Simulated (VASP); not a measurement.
Runs of VASP 6.6.1 on Mg. The structure is that of space group Pm-3m (No. 221), or close to it. The cells are those of the table. 

| task | cell | cutoff (eV) | gap on the mesh (eV) | pressure (GPa) |
| --- | --- | --- | --- | --- |
| relaxation of cell and atoms | relaxed to 10 GPa from a = 2.950 Å, 1 atom | 600 | none | 10.0 |
| single point | a = 2.769 Å, 1 atom | 520 | none | (a) |
| single point | a = 2.864 Å, 1 atom | 520 | none | 5.0 |
| single point | a = 2.642 Å, 1 atom | 520 | none | 20.1 |
| single point | a = 3.021 Å, 1 atom | 520 | none | -0.1 |
| relaxation of cell and atoms | relaxed to 5 GPa from a = 2.950 Å, 1 atom | 600 | none | 5.0 |
| relaxation of cell and atoms | relaxed to 20 GPa from a = 2.950 Å, 1 atom | 600 | none | 20.0 |
| relaxation of cell and atoms | relaxed from a = 2.950 Å, 1 atom | 600 | none | -0.1 |

Alike in all rows: level PBE; potentials or basis VASP PAW PBE potentials, release 64 (Mg); no spin polarisation; k mesh 7 × 7 × 7; smearing gaussian 0.1 eV.

Question: Estimate the missing entries.

Answer: (a) 9.9.

Caveats: the cell is relaxed towards a set pressure, so the enthalpy falls and the energy may rise (some runs).

A gap of «none» marks levels without a gap at the run's occupations.
